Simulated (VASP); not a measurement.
# KF (Carobbiite) (Fm-3m) in VASP: settings compared

KF (Carobbiite) is run at these levels: PBEsol, PBEsol+D3(BJ); tasks: single point.

Everything below comes from runs of VASP 6.6.1. Logs are shortened: lines on timing, memory, paths and dates and some standing lists are left out, and cuts for length are marked.

## (1) The cell of the first run

Symmetry: Fm-3m, No. 225, cubic system. The conventional cell has a = 5.308 Å, b = 5.308 Å, c = 5.308 Å, α = 90.00°, β = 90.00°, γ = 90.00°. Within 3.5 Å of K (site symmetry m-3m) lie 6 F at 2.65 Å. Within 3.5 Å of F (site symmetry m-3m) lie 6 K at 2.65 Å.

## (2) Single point, PBEsol

Contents of INCAR:

```
SYSTEM = KF
PREC     = Accurate       ! precision mode
ENCUT    = 520            ! plane-wave cutoff, eV
EDIFF    = 1E-6           ! SCF threshold, eV
ISMEAR   = -1             ! smearing method
SIGMA    = 0.05           ! smearing width, eV
LREAL    = .FALSE.        ! projectors in reciprocal space
LASPH    = .TRUE.         ! aspherical terms in the spheres
NELM     = 100            ! most SCF steps
ALGO     = Normal         ! electronic algorithm
ISIF     = 2              ! what is computed and relaxed
LWAVE    = .FALSE.        ! write WAVECAR
LCHARG   = .FALSE.        ! write CHGCAR
GGA      = PS             ! functional
NBANDS   = 15             ! bands
```

Contents of KPOINTS:

```
regular mesh
0
G
  9 9 9
  0 0 0
```

Contents of POSCAR:

```
KF
1.0
    0.0000000000      2.6541830183      2.6541830183
    2.6541830183      0.0000000000      2.6541830183
    2.6541830183      2.6541830183      0.0000000000
K F
1 1
Direct
    0.0000000000      0.0000000000      0.0000000000
    0.5000000000      0.5000000000      0.5000000000
```

Potentials or basis: VASP PAW PBE potentials, release 64 (K_sv, F).

Launch:

```console
$ cat potpaw_PBE.64/K_sv/POTCAR potpaw_PBE.64/F/POTCAR > POTCAR
$ mpirun -np 1 vasp_std > vasp.out
```

OUTCAR:

```text
SYSTEM = KF
   PREC = Accurate
   ENCUT = 520
   EDIFF = 1E-6
   ISMEAR = -1
   LREAL = .FALSE.
   LASPH = .TRUE.
   NELM = 100
   ISIF = 2
   GGA = PS

 ion  position               nearest neighbor table
   1  0.000  0.000  0.000-   2 2.65   2 2.65   2 2.65   2 2.65   2 2.65   2 2.65
   2  0.500  0.500  0.500-   1 2.65   1 2.65   1 2.65   1 2.65   1 2.65   1 2.65

  LATTYP: Found a face centered cubic cell.
 ALAT       =     5.3083660366

  Lattice vectors:

 A1 = (   0.0000000000,   2.6541830183,   2.6541830183)
 A2 = (   2.6541830183,   0.0000000000,   2.6541830183)
 A3 = (   2.6541830183,   2.6541830183,   0.0000000000)

Analysis of symmetry for initial positions (statically):
=====================================================================
 Subroutine PRICEL returns:
 Original cell was already a primitive cell.

 Routine SETGRP: Setting up the symmetry group for a
 face centered cubic supercell.

 Subroutine GETGRP returns: Found 48 space group operations
[... 9 lines left out ...]

 Routine SETGRP: Setting up the symmetry group for a
 face centered cubic supercell.

 Subroutine GETGRP returns: Found 48 space group operations
[... 11 lines left out ...]
                                     Primitive cell

  volume of cell :      37.3958

  direct lattice vectors                    reciprocal lattice vectors
     0.000000000  2.654183018  2.654183018    -0.188381885  0.188381885  0.188381885
     2.654183018  0.000000000  2.654183018     0.188381885 -0.188381885  0.188381885
     2.654183018  2.654183018  0.000000000     0.188381885  0.188381885 -0.188381885

  length of vectors
     3.753581622  3.753581622  3.753581622     0.326286996  0.326286996  0.326286996

  position of ions in fractional coordinates (direct lattice)
     0.000000000  0.000000000  0.000000000
     0.500000000  0.500000000  0.500000000

  ion indices of the primitive-cell ions
   primitive index   ion index
                 1           1
                 2           2

----------------------------------------------------------------------------------------

 KPOINTS: regular mesh

Automatic generation of k-mesh.
 Grid dimensions read from file:
 generate k-points for:    9    9    9

 Generating k-lattice:

  Cartesian coordinates                     Fractional coordinates (reciprocal lattice)
    -0.020931321  0.020931321  0.020931321     0.111111111  0.000000000  0.000000000
     0.020931321 -0.020931321  0.020931321     0.000000000  0.111111111  0.000000000
     0.020931321  0.020931321 -0.020931321     0.000000000  0.000000000  0.111111111

  Length of vectors
     0.036254111  0.036254111  0.036254111

  Shift w.r.t. Gamma in fractional coordinates (k-lattice)
     0.000000000  0.000000000  0.000000000

 Subroutine IBZKPT returns following result:
 ===========================================

 Found     35 irreducible k-points:

 Following reciprocal coordinates:
            Coordinates               Weight
  0.000000  0.000000  0.000000      1.000000
  0.111111  0.000000  0.000000      8.000000
  0.222222  0.000000  0.000000      8.000000
  0.333333  0.000000  0.000000      8.000000
  0.444444  0.000000  0.000000      8.000000
  0.111111  0.111111  0.000000      6.000000
[... 16 lines left out ...]
 -0.333333  0.333333  0.000000     12.000000
  0.444444  0.444444  0.000000      6.000000
 [... further k-points ...]
   k-points           NKPTS =     35   k-points in BZ     NKDIM =     35   number of bands    NBANDS=     15
   number of dos      NEDOS =    301   number of ions     NIONS =      2
   total plane-waves  NPLWV =  21952
   dimension x,y,z NGX =    28 NGY =   28 NGZ =   28
   dimension x,y,z NGXF=    56 NGYF=   56 NGZF=   56
   ions per type =               1   1
   NGX,Y,Z   is equivalent  to a cutoff of  12.40, 12.40, 12.40 a.u.
   NGXF,Y,Z  is equivalent  to a cutoff of  24.80, 24.80, 24.80 a.u.
 SYSTEM =  KF
   PREC   = accura    normal or accurate (medium, high low for compatibility)
   ISTART =      0    job   : 0-new  1-cont  2-samecut
   ICHARG =      2    charge: 1-file 2-atom 10-const
   ISPIN  =      1    spin polarized calculation?
   LNONCOLLINEAR =      F non collinear calculations
   LSORBIT =      F    spin-orbit coupling
   LASPH  =      T    aspherical Exc in radial PAW
   ENCUT  =  520.0 eV  38.22 Ry    6.18 a.u.   6.98  6.98  6.98*2*pi/ulx,y,z
   NELM   =    100;   NELMIN=  2; NELMDL= -5     # of ELM steps
   EDIFF  = 0.1E-05   stopping-criterion for ELM
   LREAL  =      F    real-space projection
   EDIFFG = 0.1E-04   stopping-criterion for IOM
   NSW    =      0    number of steps for IOM
   IBRION =     -1    ionic relax: 0-MD 1-quasi-New 2-CG
   NFREE  =      0    steps in history (QN), initial steepest desc. (CG)
   ISIF   =      2    stress and relaxation
   ISYM   =      2    0-nonsym 1-usesym 2-fastsym
   POTIM  = 0.5000    time-step for ionic-motion
   TEBEG  =    0.0;   TEEND  =   0.0 temperature during run
   PSTRESS=    0.0 pullay stress
   NELECT =      16.0000    total number of electrons
   NUPDOWN=      -1.0000    fix difference up-down
   EMIN   =  10.00;   EMAX   =-10.00  energy-range for DOS
   EFERMI =   0.00;   METHOD = LEGACY
   ISMEAR =    -1;   SIGMA  =   0.05  broadening in eV -4-tet -1-fermi 0-gaus
   EFERMI_NEDOS =   21; number of points for ismear=-14 and -15
   IALGO  =     38    algorithm
   IMIX   =      4    mixing-type and parameters
     AMIX     =   0.40;   BMIX     =  1.00
     AMIX_MAG =   1.60;   BMIX_MAG =  1.00
  volume/ion in A,a.u.               =      18.70       126.18
  Fermi-wavevector in a.u.,A,eV,Ry     =   1.233599  2.331164 20.704886  1.521766
  Thomas-Fermi vector in A             =   2.368323
   LORBIT       =      0    0 simple, 1 ext, 2 COOP (PROOUT), +10 PAW based schemes
   GGA     = PS    functional components
   LHFCALC =     F    Hartree Fock is set to
   AEXX    =    0.0000 exact exchange contribution
   IVDW    =     0    specifies the selected vdW correction
   LEPSILON=     F    determine dielectric tensor
   LRPA    =     F    only Hartree local field effects (RPA)
 non-spin polarized calculation
  energy-cutoff  :      520.00
  volume of cell :       37.40
 maximum number of plane-waves:      1018
   NGX = 13   NGY = 13   NGZ = 13

 number of electron      16.0000012 magnetization

 Free energy of the ion-electron system (eV)
  ---------------------------------------------------
  ext. energy  EPLUGINS =         0.00000000
  ---------------------------------------------------
  free energy    TOTEN  =        -8.52006862 eV

  energy without entropy =       -8.52006862  energy(sigma->0) =       -8.52006862

 E-fermi :  -1.6904     XC(G=0):  -8.7054

 val. band max:       -2.8556434534   @ k =   0.0000   0.0000   0.0000
 cond. band min:       3.2738114887   @ k =   0.0000   0.0000   0.0000
 fundamental gap:      6.1294549421
 Fermi energy:        -1.6904258027

 k-point     1 :       0.0000    0.0000    0.0000
  band No.  band energies     occupation
      1     -28.7655      2.00000
      2     -21.3944      2.00000
      3     -12.0617      2.00000
      4     -12.0617      2.00000
      5     -12.0617      2.00000
      6      -2.8557      2.00000
      7      -2.8556      2.00000
      8      -2.8556      2.00000
      9       3.2738      0.00000
     10       7.8314      0.00000
     11       7.8314      0.00000
     12       7.8314      0.00000
     13       9.5337      0.00000
     14       9.5337      0.00000
     15      13.9855      0.00000

 k-point     2 :       0.1111    0.0000    0.0000
  band No.  band energies     occupation
      1     -28.7531      2.00000
      2     -21.4064      2.00000
      3     -12.0966      2.00000
      4     -12.0662      2.00000
      5     -12.0662      2.00000
      6      -2.9756      2.00000
      7      -2.9010      2.00000
      8      -2.9010      2.00000
      9       3.6286      0.00000
     10       7.6143      0.00000
     11       8.0045      0.00000
     12       8.0045      0.00000
     13       9.6544      0.00000
     14       9.6544      0.00000
     15      14.6230      0.00000

 k-point     3 :       0.2222    0.0000    0.0000
  band No.  band energies     occupation
      1     -28.7213      2.00000
      2     -21.4367      2.00000
      3     -12.1842      2.00000
      4     -12.0777      2.00000
      5     -12.0777      2.00000
      6      -3.2461      2.00000
      7      -3.0135      2.00000
      8      -3.0135      2.00000
      9       4.5434      0.00000
     10       7.2668      0.00000
     11       8.4553      0.00000
     12       8.4554      0.00000
     13      10.0226      0.00000
     14      10.0226      0.00000
     15      15.8094      0.00000

 k-point     4 :       0.3333    0.0000    0.0000
  band No.  band energies     occupation
      1     -28.6848      2.00000
      2     -21.4716      2.00000
      3     -12.2825      2.00000
      4     -12.0906      2.00000
      5     -12.0906      2.00000
      6      -3.5130      2.00000
      7      -3.1379      2.00000
      8      -3.1379      2.00000
      9       5.6058      0.00000
     10       7.2096      0.00000
     11       8.9575      0.00000
     12       8.9576      0.00000
     13      10.6753      0.00000
     14      10.6753      0.00000
     15      15.0859      0.00000
[... 307 lines left out ...]
 k-point    22 :      -0.4444    0.3333    0.0000
  band No.  band energies     occupation
      1     -28.6360      2.00000
      2     -21.4436      2.00000
      3     -12.5625      2.00000
      4     -12.3017      2.00000
      5     -12.2309      2.00000
      6      -3.1797      2.00000
      7      -3.0669      2.00000
      8      -3.0346      2.00000
      9       5.9379      0.00000
     10       7.6275      0.00000
     11       8.4790      0.00000
     12      10.5910      0.00000
     13      11.2217      0.00000
     14      12.2828      0.00000
     15      12.5620      0.00000

 k-point    23 :      -0.3333    0.3333    0.0000
  band No.  band energies     occupation
      1     -28.6375      2.00000
      2     -21.4587      2.00000
      3     -12.4966      2.00000
      4     -12.3120      2.00000
      5     -12.1804      2.00000
      6      -3.3526      2.00000
      7      -3.1337      2.00000
      8      -3.0308      2.00000
      9       6.4017      0.00000
     10       7.4590      0.00000
     11       8.5993      0.00000
     12      10.4857      0.00000
     13      10.8049      0.00000
     14      11.8397      0.00000
     15      13.8698      0.00000

 k-point    24 :       0.4444    0.4444    0.0000
  band No.  band energies     occupation
      1     -28.6379      2.00000
      2     -21.4203      2.00000
      3     -12.6420      2.00000
      4     -12.2863      2.00000
      5     -12.2863      2.00000
      6      -3.0962      2.00000
      7      -2.9083      2.00000
      8      -2.9083      2.00000
      9       5.3060      0.00000
     10       7.2694      0.00000
     11       9.0606      0.00000
     12      10.8025      0.00000
     13      11.3464      0.00000
     14      11.3464      0.00000
     15      13.4441      0.00000

 [... further k-points ...]
[... 5 lines left out ...]
  --------------------------------------------------------------------------------------
  -------------------------------------------------------------------------------------
  Total        0.0053790      0.0053790      0.0053790     -0.0000000     -0.0000000      0.0000000
  in kB        0.2304568      0.2304568      0.2304568     -0.0000000     -0.0000000      0.0000000
  external PRESSURE =       0.2304568 kB  Pullay stress =       0.0000000 kB

 VOLUME and BASIS-vectors are now :
 -----------------------------------------------------------------------------
  energy-cutoff  :      520.00
  volume of cell :       37.40
      direct lattice vectors                 reciprocal lattice vectors
     0.000000000  2.654183018  2.654183018    -0.188381885  0.188381885  0.188381885
     2.654183018  0.000000000  2.654183018     0.188381885 -0.188381885  0.188381885
     2.654183018  2.654183018  0.000000000     0.188381885  0.188381885 -0.188381885

 POSITION                                       TOTAL-FORCE (eV/Angst)
 -----------------------------------------------------------------------------------
      0.00000      0.00000      0.00000         0.000000     -0.000000      0.000000
      2.65418      2.65418      2.65418        -0.000000      0.000000     -0.000000
 -----------------------------------------------------------------------------------
    total drift:                                0.000000      0.000000      0.000000

  FREE ENERGIE OF THE ION-ELECTRON SYSTEM (eV)
  ---------------------------------------------------
  free  energy   TOTEN  =        -8.5200686216 eV

  energy  without entropy=       -8.5200686215  energy(sigma->0) =       -8.52006862
```

Run time: 11 s. Hardware: 1 thread of Intel Xeon Platinum 8488C (Sapphire Rapids), shared host; peak memory 0.16 GiB.

Results:

- Free energy: -8.5201 eV
- Pressure: 0.0 GPa
- Band gap on the k mesh: 6.13 eV, direct

Caveat: the PAW data sets were made with another functional, which shifts forces and pressure a little.

## (3) Single point, PBEsol+D3(BJ)

This run uses another cell than the first one, of 19.07 Å³/atom, 1.020 times its volume.

Contents of INCAR:

```
SYSTEM = KF
PREC = Accurate
ENCUT = 520
EDIFF = 1E-6
ISMEAR = -1
SIGMA = 0.05
LREAL = .False.
LASPH = .True.
NELM = 80
ALGO = Normal
ISIF = 2
LWAVE = .False.
LCHARG = .False.
GGA = PS
IVDW = 12
NBANDS = 15
```

Contents of KPOINTS:

```
regular mesh
0
Gamma
  9 9 9
  0 0 0
```

Contents of POSCAR:

```
KF
1.0
    0.0000000000      2.6718500000      2.6718500000
    2.6718500000      0.0000000000      2.6718500000
    2.6718500000      2.6718500000      0.0000000000
K F
1 1
Direct
    0.0000000000      0.0000000000      0.0000000000
    0.5000000000      0.5000000000      0.5000000000
```

Potentials or basis: VASP PAW PBE potentials, release 64 (K_sv, F).

Launch:

```console
$ cat potpaw_PBE.64/K_sv/POTCAR potpaw_PBE.64/F/POTCAR > POTCAR
$ mpirun -np 1 vasp_std > vasp.out
```

Run time: 12 s. Hardware: 1 thread of Intel Xeon Platinum 8488C (Sapphire Rapids), shared host; peak memory 0.17 GiB.

Results (log left out):

- Free energy: -8.8429 eV
- Pressure: -2.0 GPa
- Band gap on the k mesh: 6.03 eV, direct
- Dispersion energy per atom: -0.162 eV

Levels at points of the mesh, in eV from the valence-band top:
```tsv
k point	band 4	band 5	band 6	band 7	band 8	band 9	band 10	band 11	band 12	band 13
(0.00, 0.00, 0.00)	-9.28	-9.28	0.00	0.00	0.00	6.03	10.63	10.63	10.63	12.31
```

Caveat: three body term missing; the PAW data sets were made with another functional, which shifts forces and pressure a little.

(Part 1 of 2 ends here.)
